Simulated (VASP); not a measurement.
# Al2Cu (I4/mcm) in VASP: a series of runs, part 2 of 4

VASP 6.6.1. The steps go on from the part before.

## Step 3: Single point, PBEsol

Input file INCAR:

```
SYSTEM = Al2Cu
ALGO = Fast
EDIFF = 1E-6
ENCUT = 520
GGA = PS
ISIF = 2
ISMEAR = 0
LASPH = .True.
LCHARG = .False.
LREAL = .False.
LWAVE = .False.
NBANDS = 26
NELM = 60
PREC = Accurate
SIGMA = 0.15
```

Input file KPOINTS:

```
k-points
0
Gamma
  10 10 10
  0 0 0
```

Input file POSCAR:

```
Al2Cu
1.0
   -3.1163500000      3.1163500000      2.5345000000
    3.1163500000     -3.1163500000      2.5345000000
    3.1163500000      3.1163500000     -2.5345000000
Al Cu
4 2
Direct
    0.1593210787      0.6593210787      0.8186421574
    0.6593210787      0.8406789213      0.5000000000
    0.8406789213      0.3406789213      0.1813578426
    0.3406789213      0.1593210787      0.5000000000
    0.7500000000      0.7500000000      0.0000000000
    0.2500000000      0.2500000000      0.0000000000
```

Potentials or basis: VASP PAW PBE potentials, release 64 (Al, Cu).

The run is started by

```
cat potpaw_PBE.64/Al/POTCAR potpaw_PBE.64/Cu/POTCAR > POTCAR
mpirun -np 1 vasp_std > vasp.out
```

OUTCAR:

```text
SYSTEM = Al2Cu
   EDIFF = 1E-6
   ENCUT = 520
   GGA = PS
   ISIF = 2
   ISMEAR = 0
   LASPH = .True.
   LREAL = .False.
   NELM = 60
   PREC = Accurate

 ion  position               nearest neighbor table
   1  0.159  0.659  0.819-   5 2.66   6 2.66   5 2.66   6 2.66   3 2.81   3 3.00   3 3.00   4 3.22
                             2 3.22   2 3.22   4 3.22   4 3.32   2 3.32   2 3.32   4 3.32
   2  0.659  0.841  0.500-   6 2.66   5 2.66   5 2.66   6 2.66   4 2.81   4 3.00   4 3.00   3 3.22
                             1 3.22   1 3.22   3 3.22   1 3.32   3 3.32   1 3.32   3 3.32
   3  0.841  0.341  0.181-   5 2.66   6 2.66   5 2.66   6 2.66   1 2.81   1 3.00   1 3.00   2 3.22
                             4 3.22   4 3.22   2 3.22   4 3.32   2 3.32   4 3.32   2 3.32
   4  0.341  0.159  0.500-   5 2.66   6 2.66   6 2.66   5 2.66   2 2.81   2 3.00   2 3.00   3 3.22
                             1 3.22   1 3.22   3 3.22   1 3.32   3 3.32   3 3.32   1 3.32
   5  0.750  0.750  0.000-   6 2.53   6 2.53   4 2.66   2 2.66   4 2.66   2 2.66   1 2.66   3 2.66
                             3 2.66   1 2.66
   6  0.250  0.250  0.000-   5 2.53   5 2.53   2 2.66   4 2.66   2 2.66   4 2.66   3 2.66   1 2.66
                             1 2.66   3 2.66

  LATTYP: Found a body centered tetragonal cell.
 ALAT       =     6.2327000000
 C/A-ratio  =     0.8132911900

  Lattice vectors:

 A1 = (  -3.1163500000,   3.1163500000,   2.5345000000)
 A2 = (   3.1163500000,  -3.1163500000,   2.5345000000)
 A3 = (   3.1163500000,   3.1163500000,  -2.5345000000)

Analysis of symmetry for initial positions (statically):
=====================================================================
 Subroutine PRICEL returns:
 Original cell was already a primitive cell.

 Routine SETGRP: Setting up the symmetry group for a
 body centered tetragonal supercell.

 Subroutine GETGRP returns: Found 16 space group operations
 (whereof  8 operations were pure point group operations)
 out of a pool of 16 trial point group operations.

The static configuration has the point symmetry C_4h.
 The point group associated with its full space group is D_4h.

Analysis of symmetry for dynamics (positions and initial velocities):
=====================================================================
 Subroutine PRICEL returns:
 Original cell was already a primitive cell.

 Routine SETGRP: Setting up the symmetry group for a
 body centered tetragonal supercell.

 Subroutine GETGRP returns: Found 16 space group operations
 (whereof  8 operations were pure point group operations)
 out of a pool of 16 trial point group operations.

The dynamic configuration has the point symmetry C_4h.
 The point group associated with its full space group is D_4h.

 Subroutine INISYM returns: Found 16 space group operations
 (whereof  8 operations are pure point group operations),
 and found     1 'primitive' translations

----------------------------------------------------------------------------------------

                                     Primitive cell

  volume of cell :      98.4566

  direct lattice vectors                    reciprocal lattice vectors
    -3.116350000  3.116350000  2.534500000     0.000000000  0.160444109  0.197277570
     3.116350000 -3.116350000  2.534500000     0.160444109  0.000000000  0.197277570
     3.116350000  3.116350000 -2.534500000     0.160444109  0.160444109  0.000000000

  length of vectors
     5.083991040  5.083991040  5.083991040     0.254284785  0.254284785  0.226902235

  position of ions in fractional coordinates (direct lattice)
     0.159321079  0.659321079  0.818642157
     0.659321079  0.840678921  0.500000000
[... 68 lines left out ...]
   number of dos      NEDOS =    301   number of ions     NIONS =      6
   total plane-waves  NPLWV =  64000
   dimension x,y,z NGX =    40 NGY =   40 NGZ =   40
   dimension x,y,z NGXF=    80 NGYF=   80 NGZF=   80
   ions per type =               4   2
   NGX,Y,Z   is equivalent  to a cutoff of  13.08, 13.08, 13.08 a.u.
   NGXF,Y,Z  is equivalent  to a cutoff of  26.16, 26.16, 26.16 a.u.
 SYSTEM =  Al2Cu
   PREC   = accura    normal or accurate (medium, high low for compatibility)
   ISTART =      0    job   : 0-new  1-cont  2-samecut
   ICHARG =      2    charge: 1-file 2-atom 10-const
   ISPIN  =      1    spin polarized calculation?
   LNONCOLLINEAR =      F non collinear calculations
   LSORBIT =      F    spin-orbit coupling
   LASPH  =      T    aspherical Exc in radial PAW
   ENCUT  =  520.0 eV  38.22 Ry    6.18 a.u.   9.45  9.45  9.45*2*pi/ulx,y,z
   NELM   =     60;   NELMIN=  2; NELMDL= -5     # of ELM steps
   EDIFF  = 0.1E-05   stopping-criterion for ELM
   LREAL  =      F    real-space projection
   EDIFFG = 0.1E-04   stopping-criterion for IOM
   NSW    =      0    number of steps for IOM
   IBRION =     -1    ionic relax: 0-MD 1-quasi-New 2-CG
   NFREE  =      0    steps in history (QN), initial steepest desc. (CG)
   ISIF   =      2    stress and relaxation
   ISYM   =      2    0-nonsym 1-usesym 2-fastsym
   POTIM  = 0.5000    time-step for ionic-motion
   TEBEG  =    0.0;   TEEND  =   0.0 temperature during run
   PSTRESS=    0.0 pullay stress
   NELECT =      34.0000    total number of electrons
   NUPDOWN=      -1.0000    fix difference up-down
   EMIN   =  10.00;   EMAX   =-10.00  energy-range for DOS
   EFERMI =   0.00;   METHOD = LEGACY
   ISMEAR =     0;   SIGMA  =   0.15  broadening in eV -4-tet -1-fermi 0-gaus
   EFERMI_NEDOS =   21; number of points for ismear=-14 and -15
   IALGO  =     68    algorithm
   IMIX   =      4    mixing-type and parameters
     AMIX     =   0.40;   BMIX     =  1.00
     AMIX_MAG =   1.60;   BMIX_MAG =  1.00
  volume/ion in A,a.u.               =      16.41       110.74
  Fermi-wavevector in a.u.,A,eV,Ry     =   1.148558  2.170460 17.948605  1.319185
  Thomas-Fermi vector in A             =   2.285232
   LORBIT       =      0    0 simple, 1 ext, 2 COOP (PROOUT), +10 PAW based schemes
   GGA     = PS    functional components
   LHFCALC =     F    Hartree Fock is set to
   AEXX    =    0.0000 exact exchange contribution
   IVDW    =     0    specifies the selected vdW correction
   LEPSILON=     F    determine dielectric tensor
   LRPA    =     F    only Hartree local field effects (RPA)
 non-spin polarized calculation
 RMM-DIIS sequential band-by-band and
 Gauss-broadening in eV      SIGMA  =   0.15
  energy-cutoff  :      520.00
  volume of cell :       98.46
 maximum number of plane-waves:      2678
 NGX is ok and might be reduce to    40
   NGX = 19   NGY = 19   NGZ = 19

 number of electron      34.0000030 magnetization

 Free energy of the ion-electron system (eV)
  ---------------------------------------------------
  ext. energy  EPLUGINS =         0.00000000
  ---------------------------------------------------
  free energy    TOTEN  =       -25.61199253 eV

  energy without entropy =      -25.58786901  energy(sigma->0) =      -25.59993077

 E-fermi :   6.8228     XC(G=0): -10.5471

 val. band max:        6.8211334230   @ k =   0.3000   0.1000   0.1000
 cond. band min:       6.8319466578   @ k =  -0.4000   0.4000   0.2000
 fundamental gap:      0.0108132348
 Fermi energy:         6.8227609926

 k-point     1 :       0.0000    0.0000    0.0000
  band No.  band energies     occupation
      1      -3.2154      2.00000
      2       1.9843      2.00000
      3       2.2047      2.00000
      4       2.2047      2.00000
      5       2.2736      2.00000
      6       3.0388      2.00000
[... 685 lines left out ...]
     25      13.4166      0.00000
     26      13.5196      0.00000

 [... further k-points ...]

------------------------ aborting loop because EDIFF is reached ----------------------------------------

  FORCE on cell =-STRESS in cart. coord.  units (eV):
  Direction    XX          YY          ZZ          XY          YZ          ZX
  --------------------------------------------------------------------------------------
  -------------------------------------------------------------------------------------
  Total       -6.1800014     -6.1800014     -6.7269775      0.0000000      0.0000000      0.0000000
  in kB     -100.5667493   -100.5667493   -109.4676552      0.0000000      0.0000000      0.0000000
  external PRESSURE =    -103.5337180 kB  Pullay stress =       0.0000000 kB

 VOLUME and BASIS-vectors are now :
 -----------------------------------------------------------------------------
  energy-cutoff  :      520.00
  volume of cell :       98.46
      direct lattice vectors                 reciprocal lattice vectors
    -3.116350000  3.116350000  2.534500000     0.000000000  0.160444109  0.197277570
     3.116350000 -3.116350000  2.534500000     0.160444109  0.000000000  0.197277570
     3.116350000  3.116350000 -2.534500000     0.160444109  0.160444109  0.000000000

 POSITION                                       TOTAL-FORCE (eV/Angst)
 -----------------------------------------------------------------------------------
      4.10935      0.99300      0.00000         0.059514      0.059514      0.000000
      2.12335      0.99300      2.53450        -0.059514      0.059514     -0.000000
     -0.99300      2.12335      2.53450        -0.059514     -0.059514     -0.000000
      0.99300      2.12335      0.00000         0.059514     -0.059514     -0.000000
      0.00000      0.00000      3.80175        -0.000000      0.000000     -0.000000
      0.00000      0.00000      1.26725        -0.000000      0.000000     -0.000000
 -----------------------------------------------------------------------------------
    total drift:                               -0.000000     -0.000000      0.000000

  FREE ENERGIE OF THE ION-ELECTRON SYSTEM (eV)
  ---------------------------------------------------
  free  energy   TOTEN  =       -25.6119925349 eV

  energy  without entropy=      -25.5878690130  energy(sigma->0) =      -25.59993077
```

OSZICAR:

```text
N       E                     dE             d eps       ncg     rms          rms(c)
DAV:   1     0.177067646010E+03    0.17707E+03   -0.13469E+04  5304   0.141E+03
DAV:   2    -0.192373323108E+02   -0.19630E+03   -0.18403E+03  5318   0.277E+02
DAV:   3    -0.299812025154E+02   -0.10744E+02   -0.10069E+02  6930   0.854E+01
DAV:   4    -0.303074863505E+02   -0.32628E+00   -0.32458E+00  7978   0.123E+01
[... 10 lines left out ...]
RMM:  15    -0.256119929089E+02   -0.15190E-04   -0.41871E-04  7920   0.134E-01    0.163E-02
RMM:  16    -0.256120132461E+02   -0.20337E-04   -0.99149E-05  6457   0.113E-01    0.314E-02
RMM:  17    -0.256119917936E+02    0.21452E-04   -0.28225E-05  6254   0.720E-02    0.364E-03
RMM:  18    -0.256119921251E+02   -0.33146E-06   -0.10488E-05  6427   0.232E-02    0.149E-03
RMM:  19    -0.256119925349E+02   -0.40979E-06   -0.24917E-06  4692   0.182E-02
   1 F= -.25611993E+02 E0= -.25599931E+02  d E =-.241235E-01
```

Wall time 3.6 min (1 thread of Intel Xeon 6975P-C (Granite Rapids), shared host); peak memory 0.39 GiB.

What came out:

| Property | Result |
| --- | --- |
| Free energy | -25.6120 eV |
| Pressure | -10.4 GPa |
| Largest force | 0.084 eV/Å |
| Band gap on the k mesh | zero (bands 17 and 18 overlap by 3.98 eV) |

Forces in eV/Å, atoms in the order of the input:
```
Al   0.060  0.060  0.000
Al  -0.060  0.060  0.000
Al  -0.060 -0.060  0.000
Al   0.060 -0.060  0.000
Cu   0.000  0.000  0.000
Cu   0.000  0.000  0.000
```

Stress tensor (GPa, compression positive):
```
-10.06   0.00   0.00
  0.00 -10.06   0.00
  0.00   0.00 -10.95
```

Levels at points of the mesh, in eV from the Fermi level:
```csv
k point,band 13,band 14,band 15,band 16,band 17,band 18,band 19,band 20,band 21,band 22
"(0.00, 0.00, 0.00)",-2.60,-1.72,-1.21,-1.01,-1.01,-0.70,-0.64,0.24,1.11,1.11
"(0.50, 0.00, 0.00)",-2.81,-2.81,-2.41,-2.41,0.28,0.28,3.84,3.84,4.04,4.04
"(0.50, 0.50, 0.00)",-2.69,-2.48,-1.18,-1.17,-0.98,-0.70,0.76,1.13,4.59,4.67
"(0.50, 0.50, 0.50)",-3.03,-2.97,-2.97,-1.73,2.42,2.95,2.95,3.17,3.50,4.24
```

Caveat: the cell stands under tension; the PAW data sets were made with another functional, which shifts forces and pressure a little.

(Continued in part 3 of 4.)
